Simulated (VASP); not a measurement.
# SiC (Moissanite 3C) (F-43m) in VASP: notebook

SiC (Moissanite 3C) is run at these levels: PBE; tasks: single point, relaxation of cell and atoms.

All numbers are computed with VASP 6.6.1; they aren't measurements. Logs are shortened: lines on timing, memory, paths and dates and some standing lists are left out, and cuts for length are marked.

**What was measured.**

From “Insight into the structural, elastic and electronic properties of a new orthorhombic 6O-SiC polytype”, 2020, pmc:7200658, for a bulk crystal of SiC: band gap 2.4 eV (indirect).

The results are compared with them further down.

**1. The cell of the first run**

It takes space group F-43m (No. 216, cubic). Conventional cell: a = 4.381 Å, b = 4.381 Å, c = 4.381 Å, α = 90.00°, β = 90.00°, γ = 90.00°. Within 2.5 Å of Si (site symmetry -43m) lie 4 C at 1.90 Å. C (site symmetry -43m) has 4 Si at 1.90 Å within 2.5 Å.

**2. Single point, PBE**

INCAR reads:

```
SYSTEM = SiC
ALGO     = Normal         ! electronic algorithm
EDIFF    = 1E-6           ! SCF threshold, eV
ENCUT    = 520            ! plane-wave cutoff, eV
GGA      = PE             ! functional
ISIF     = 2              ! what is computed and relaxed
ISMEAR   = -1             ! smearing method
LASPH    = .True.         ! aspherical terms in the spheres
LCHARG   = .False.        ! write CHGCAR
LREAL    = .False.        ! projectors in reciprocal space
LWAVE    = .False.        ! write WAVECAR
NBANDS   = 11             ! bands
NELM     = 80             ! most SCF steps
PREC     = Accurate       ! precision mode
SIGMA    = 0.1            ! smearing width, eV
```

KPOINTS reads:

```
k-points
0
Gamma
  10 10 10
  0 0 0
```

POSCAR reads:

```
SiC
1.0
    0.0000000000      2.1903262148      2.1903262148
    2.1903262148      0.0000000000      2.1903262148
    2.1903262148      2.1903262148      0.0000000000
Si C
1 1
Direct
    0.0000000000      0.0000000000      0.0000000000
    0.2500000000      0.2500000000      0.2500000000
```

Potentials or basis: VASP PAW PBE potentials, release 64 (Si, C).

Run with:

```bash
> cat potpaw_PBE.64/Si/POTCAR potpaw_PBE.64/C/POTCAR > POTCAR
> mpirun -np 1 vasp_std > vasp.out
```

OUTCAR:

```text
SYSTEM = SiC
   EDIFF = 1E-6
   ENCUT = 520
   GGA = PE
   ISIF = 2
   ISMEAR = -1
   LASPH = .True.
   LREAL = .False.
   NELM = 80
   PREC = Accurate

 ion  position               nearest neighbor table
   1  0.000  0.000  0.000-   2 1.90   2 1.90   2 1.90   2 1.90
   2  0.250  0.250  0.250-   1 1.90   1 1.90   1 1.90   1 1.90

  LATTYP: Found a face centered cubic cell.
 ALAT       =     4.3806524296

  Lattice vectors:

 A1 = (   0.0000000000,   2.1903262148,   2.1903262148)
 A2 = (   2.1903262148,   0.0000000000,   2.1903262148)
 A3 = (   2.1903262148,   2.1903262148,   0.0000000000)

Analysis of symmetry for initial positions (statically):
=====================================================================
 Subroutine PRICEL returns:
 Original cell was already a primitive cell.

 Routine SETGRP: Setting up the symmetry group for a
 face centered cubic supercell.

 Subroutine GETGRP returns: Found 24 space group operations
 (whereof 24 operations were pure point group operations)
 out of a pool of 48 trial point group operations.

The static configuration has the point symmetry T_d .

Analysis of symmetry for dynamics (positions and initial velocities):
=====================================================================
 Subroutine PRICEL returns:
 Original cell was already a primitive cell.

 Routine SETGRP: Setting up the symmetry group for a
 face centered cubic supercell.

 Subroutine GETGRP returns: Found 24 space group operations
 (whereof 24 operations were pure point group operations)
 out of a pool of 48 trial point group operations.

The dynamic configuration has the point symmetry T_d .

 Subroutine INISYM returns: Found 24 space group operations
 (whereof 24 operations are pure point group operations),
 and found     1 'primitive' translations

----------------------------------------------------------------------------------------

                                     Primitive cell

  volume of cell :      21.0163

  direct lattice vectors                    reciprocal lattice vectors
     0.000000000  2.190326215  2.190326215    -0.228276499  0.228276499  0.228276499
     2.190326215  0.000000000  2.190326215     0.228276499 -0.228276499  0.228276499
     2.190326215  2.190326215  0.000000000     0.228276499  0.228276499 -0.228276499

  length of vectors
     3.097589039  3.097589039  3.097589039     0.395386494  0.395386494  0.395386494

  position of ions in fractional coordinates (direct lattice)
     0.000000000  0.000000000  0.000000000
     0.250000000  0.250000000  0.250000000

  ion indices of the primitive-cell ions
   primitive index   ion index
                 1           1
                 2           2

----------------------------------------------------------------------------------------

 KPOINTS: k-points

Automatic generation of k-mesh.
 Grid dimensions read from file:
 generate k-points for:   10   10   10

 Generating k-lattice:

  Cartesian coordinates                     Fractional coordinates (reciprocal lattice)
    -0.022827650  0.022827650  0.022827650     0.100000000  0.000000000  0.000000000
     0.022827650 -0.022827650  0.022827650     0.000000000  0.100000000  0.000000000
     0.022827650  0.022827650 -0.022827650     0.000000000  0.000000000  0.100000000

  Length of vectors
     0.039538649  0.039538649  0.039538649

  Shift w.r.t. Gamma in fractional coordinates (k-lattice)
     0.000000000  0.000000000  0.000000000

 Subroutine IBZKPT returns following result:
 ===========================================

 Found     47 irreducible k-points:

 Following reciprocal coordinates:
            Coordinates               Weight
  0.000000  0.000000  0.000000      1.000000
  0.100000  0.000000  0.000000      8.000000
  0.200000  0.000000  0.000000      8.000000
  0.300000  0.000000  0.000000      8.000000
  0.400000  0.000000  0.000000      8.000000
  0.500000  0.000000  0.000000      4.000000
[... 16 lines left out ...]
  0.300000  0.300000  0.000000      6.000000
  0.400000  0.300000  0.000000     24.000000
 [... further k-points ...]
   k-points           NKPTS =     47   k-points in BZ     NKDIM =     47   number of bands    NBANDS=     11
   number of dos      NEDOS =    301   number of ions     NIONS =      2
   total plane-waves  NPLWV =  13824
   dimension x,y,z NGX =    24 NGY =   24 NGZ =   24
   dimension x,y,z NGXF=    48 NGYF=   48 NGZF=   48
   ions per type =               1   1
   NGX,Y,Z   is equivalent  to a cutoff of  12.88, 12.88, 12.88 a.u.
   NGXF,Y,Z  is equivalent  to a cutoff of  25.76, 25.76, 25.76 a.u.
 SYSTEM =  SiC
   PREC   = accura    normal or accurate (medium, high low for compatibility)
   ISTART =      0    job   : 0-new  1-cont  2-samecut
   ICHARG =      2    charge: 1-file 2-atom 10-const
   ISPIN  =      1    spin polarized calculation?
   LNONCOLLINEAR =      F non collinear calculations
   LSORBIT =      F    spin-orbit coupling
   LASPH  =      T    aspherical Exc in radial PAW
   ENCUT  =  520.0 eV  38.22 Ry    6.18 a.u.   5.76  5.76  5.76*2*pi/ulx,y,z
   NELM   =     80;   NELMIN=  2; NELMDL= -5     # of ELM steps
   EDIFF  = 0.1E-05   stopping-criterion for ELM
   LREAL  =      F    real-space projection
   EDIFFG = 0.1E-04   stopping-criterion for IOM
   NSW    =      0    number of steps for IOM
   IBRION =     -1    ionic relax: 0-MD 1-quasi-New 2-CG
   NFREE  =      0    steps in history (QN), initial steepest desc. (CG)
   ISIF   =      2    stress and relaxation
   ISYM   =      2    0-nonsym 1-usesym 2-fastsym
   POTIM  = 0.5000    time-step for ionic-motion
   TEBEG  =    0.0;   TEEND  =   0.0 temperature during run
   PSTRESS=    0.0 pullay stress
   NELECT =       8.0000    total number of electrons
   NUPDOWN=      -1.0000    fix difference up-down
   EMIN   =  10.00;   EMAX   =-10.00  energy-range for DOS
   EFERMI =   0.00;   METHOD = LEGACY
   ISMEAR =    -1;   SIGMA  =   0.10  broadening in eV -4-tet -1-fermi 0-gaus
   EFERMI_NEDOS =   21; number of points for ismear=-14 and -15
   IALGO  =     38    algorithm
   IMIX   =      4    mixing-type and parameters
     AMIX     =   0.40;   BMIX     =  1.00
     AMIX_MAG =   1.60;   BMIX_MAG =  1.00
  volume/ion in A,a.u.               =      10.51        70.91
  Fermi-wavevector in a.u.,A,eV,Ry     =   1.186459  2.242082 19.152713  1.407685
  Thomas-Fermi vector in A             =   2.322631
   LORBIT       =      0    0 simple, 1 ext, 2 COOP (PROOUT), +10 PAW based schemes
   GGA     = PE    functional components
   LHFCALC =     F    Hartree Fock is set to
   AEXX    =    0.0000 exact exchange contribution
   IVDW    =     0    specifies the selected vdW correction
   LEPSILON=     F    determine dielectric tensor
   LRPA    =     F    only Hartree local field effects (RPA)
 non-spin polarized calculation
  energy-cutoff  :      520.00
  volume of cell :       21.02
 maximum number of plane-waves:       588
   NGX = 11   NGY = 11   NGZ = 11

 number of electron       8.0000001 magnetization

 Free energy of the ion-electron system (eV)
  ---------------------------------------------------
  ext. energy  EPLUGINS =         0.00000000
  ---------------------------------------------------
  free energy    TOTEN  =       -15.06083188 eV

  energy without entropy =      -15.06080856  energy(sigma->0) =      -15.06082022

 E-fermi :   8.6934     XC(G=0): -11.2885

 val. band max:        7.9333979803   @ k =   0.0000   0.0000   0.0000
 cond. band min:       9.3044768781   @ k =   0.5000   0.5000   0.0000
 fundamental gap:      1.3710788978
 Fermi energy:         8.6933520449

 k-point     1 :       0.0000    0.0000    0.0000
  band No.  band energies     occupation
      1      -7.3483      2.00000
      2       7.9334      1.99900
      3       7.9334      1.99900
      4       7.9334      1.99900
      5      13.9851      0.00000
      6      15.1335      0.00000
      7      15.1335      0.00000
      8      15.1335      0.00000
      9      22.3494      0.00000
     10      22.3494      0.00000
     11      24.1736      0.00000

 k-point     2 :       0.1000    0.0000    0.0000
  band No.  band energies     occupation
      1      -7.1554      2.00000
      2       6.9268      2.00000
      3       7.8001      1.99974
      4       7.8001      1.99974
      5      14.2687      0.00000
      6      15.3745      0.00000
      7      15.3745      0.00000
      8      15.3878      0.00000
      9      21.4160      0.00000
     10      21.4160      0.00000
     11      24.0785      0.00000

 k-point     3 :       0.2000    0.0000    0.0000
  band No.  band energies     occupation
      1      -6.5853      2.00000
      2       4.8221      2.00000
      3       7.4944      1.99999
      4       7.4944      1.99999
      5      13.9994      0.00000
      6      15.7371      0.00000
      7      15.7371      0.00000
      8      16.5723      0.00000
      9      20.7561      0.00000
     10      20.7561      0.00000
     11      23.2028      0.00000

 k-point     4 :       0.3000    0.0000    0.0000
  band No.  band energies     occupation
      1      -5.6741      2.00000
      2       2.5330      2.00000
      3       7.1795      2.00000
      4       7.1795      2.00000
      5      13.5911      0.00000
      6      15.6199      0.00000
      7      15.6199      0.00000
      8      17.5649      0.00000
      9      21.5514      0.00000
     10      21.5514      0.00000
     11      22.9149      0.00000

 k-point     5 :       0.4000    0.0000    0.0000
  band No.  band energies     occupation
      1      -4.5501      2.00000
      2       0.5059      2.00000
      3       6.9615      2.00000
      4       6.9615      2.00000
      5      13.3188      0.00000
      6      15.2597      0.00000
      7      15.2597      0.00000
      8      17.8839      0.00000
      9      23.4434      0.00000
     10      23.4434      0.00000
     11      23.4814      0.00000
[... 211 lines left out ...]
 k-point    21 :      -0.3000    0.2000    0.0000
  band No.  band energies     occupation
      1      -4.3253      2.00000
      2       1.5661      2.00000
      3       4.1573      2.00000
      4       6.7690      2.00000
      5      13.4684      0.00000
      6      16.0604      0.00000
      7      16.5963      0.00000
      8      18.0747      0.00000
      9      20.5754      0.00000
     10      23.2229      0.00000
     11      26.8118      0.00000

 k-point    22 :      -0.2000    0.2000    0.0000
  band No.  band energies     occupation
      1      -5.3680      2.00000
      2       3.1571      2.00000
      3       4.7466      2.00000
      4       7.2862      2.00000
      5      14.4156      0.00000
      6      15.8082      0.00000
      7      16.2102      0.00000
      8      16.9646      0.00000
      9      19.3978      0.00000
     10      23.2015      0.00000
     11      26.9112      0.00000

 k-point    23 :       0.3000    0.3000    0.0000
  band No.  band energies     occupation
      1      -5.1049      2.00000
      2       3.5796      2.00000
      3       5.5933      2.00000
      4       5.5933      2.00000
      5      11.0764      0.00000
      6      13.4865      0.00000
      7      19.3155      0.00000
      8      19.3155      0.00000
      9      20.1661      0.00000
     10      24.9046      0.00000
     11      29.4346      0.00000

 k-point    24 :       0.4000    0.3000    0.0000
  band No.  band energies     occupation
      1      -4.2484      2.00000
      2       2.3706      2.00000
      3       4.8133      2.00000
      4       5.3332      2.00000
      5      10.7912      0.00000
      6      13.4933      0.00000
      7      19.3892      0.00000
      8      19.7185      0.00000
      9      21.5204      0.00000
     10      25.8674      0.00000
     11      28.9510      0.00000

 [... further k-points ...]

------------------------ aborting loop because EDIFF is reached ----------------------------------------

  FORCE on cell =-STRESS in cart. coord.  units (eV):
  Direction    XX          YY          ZZ          XY          YZ          ZX
  --------------------------------------------------------------------------------------
  -------------------------------------------------------------------------------------
  Total       -0.0238308     -0.0238308     -0.0238308     -0.0000000      0.0000000      0.0000000
  in kB       -1.8167402     -1.8167402     -1.8167402     -0.0000000      0.0000000      0.0000000
  external PRESSURE =      -1.8167402 kB  Pullay stress =       0.0000000 kB

 VOLUME and BASIS-vectors are now :
 -----------------------------------------------------------------------------
  energy-cutoff  :      520.00
  volume of cell :       21.02
      direct lattice vectors                 reciprocal lattice vectors
     0.000000000  2.190326215  2.190326215    -0.228276499  0.228276499  0.228276499
     2.190326215  0.000000000  2.190326215     0.228276499 -0.228276499  0.228276499
     2.190326215  2.190326215  0.000000000     0.228276499  0.228276499 -0.228276499

 POSITION                                       TOTAL-FORCE (eV/Angst)
 -----------------------------------------------------------------------------------
      0.00000      0.00000      0.00000         0.000000      0.000000      0.000000
      1.09516      1.09516      1.09516        -0.000000     -0.000000     -0.000000
 -----------------------------------------------------------------------------------
    total drift:                                0.000000      0.000000      0.000000

  FREE ENERGIE OF THE ION-ELECTRON SYSTEM (eV)
  ---------------------------------------------------
  free  energy   TOTEN  =       -15.0608318832 eV

  energy  without entropy=      -15.0608085579  energy(sigma->0) =      -15.06082022
```

It took 4.4 s on 1 thread of Intel Xeon 6975P-C (Granite Rapids), shared host; peak memory 0.13 GiB.

Results:

```
Free energy            : -15.0608 eV
Pressure               : -0.2 GPa
Band gap on the k mesh : 1.37 eV, indirect (least direct gap 4.53 eV)
```

**3. Relaxation of cell and atoms, PBE**

This run uses another cell than the first one, of 10.35 Å³/atom, 0.985 times its volume.

INCAR reads:

```
SYSTEM = SiC
PREC = Accurate
ENCUT = 600
EDIFF = 1E-6
ISMEAR = -1
SIGMA = 0.1
LREAL = .FALSE.
LASPH = .TRUE.
NELM = 100
ALGO = Normal
ISIF = 3
LWAVE = .FALSE.
LCHARG = .FALSE.
GGA = PE
IBRION = 2
NSW = 80
EDIFFG = -0.01
```

KPOINTS reads:

```
regular mesh
0
G
  10 10 10
  0 0 0
```

POSCAR reads:

```
SiC
1.0
    0.0000000000      2.1790000000      2.1790000000
    2.1790000000      0.0000000000      2.1790000000
    2.1790000000      2.1790000000      0.0000000000
Si C
1 1
Direct
    0.0000000000      0.0000000000      0.0000000000
    0.2500000000      0.2500000000      0.2500000000
```

Potentials or basis: VASP PAW PBE potentials, release 64 (Si, C).

Run with:

```bash
> cat potpaw_PBE.64/Si/POTCAR potpaw_PBE.64/C/POTCAR > POTCAR
> mpirun -np 1 vasp_std > vasp.out
```

Run time: 14 s. Hardware: 1 thread of Intel Xeon 6975P-C (Granite Rapids), shared host; peak memory 0.15 GiB.

Results (log left out):

| Item | Value |
| --- | --- |
| Free energy | -15.0619 eV |
| Relaxed volume | 10.49 Å³/atom |
| Relaxed cell | a = 3.096 Å, b = 3.096 Å, c = 3.096 Å, α = 60.00°, β = 60.00°, γ = 60.00° |
| Space group after relaxing (to 0.05 Å) | F-43m (No. 216) |
| Energy gained by relaxing | 1.4 meV/atom |
| Ionic steps | 3 |
| Pressure after relaxing | 0.0 GPa |
| Band gap on the k mesh | 1.37 eV, indirect (least direct gap 4.53 eV) |

Step by step:
```
step  energy change (eV)  largest force (eV/Å)  pressure (GPa)  volume (Å³)
   1              0.0000                0.0000            3.08        20.69
   2              0.0002                0.0000           -3.00        21.29
   3             -0.0028                0.0000            0.01        20.99
```

Final structure:
```
CELL_PARAMETERS angstrom
0.00000 2.18924 2.18924
2.18924 0.00000 2.18924
2.18924 2.18924 0.00000
ATOMIC_POSITIONS crystal
Si 0.00000 0.00000 0.00000
C 0.25000 0.25000 0.25000
```

Levels at points of the mesh, in eV from the valence-band top:
```csv
k point,band 2,band 3,band 4,band 5,band 6,band 7
"(0.00, 0.00, 0.00)",0.00,0.00,0.00,6.07,7.21,7.21
"(0.50, 0.00, 0.00)",-8.46,-1.05,-1.05,5.31,7.17,7.17
"(0.50, 0.50, 0.00)",-7.75,-3.16,-3.16,1.37,4.27,13.87
```

**4. Against experiment**

Step 2. A measured gap of SiC is 2.4 eV (indirect; quoted in “Insight into the structural, elastic and electronic properties of a new orthorhombic 6O-SiC polytype”, 2020, pmc:7200658); the calculated 1.37 eV misses it by -1.03 eV. The value is that of PBE on a finite k mesh, which can miss the band edges, without temperature or zero-point motion. Semilocal functionals fall short of measured gaps as a rule.
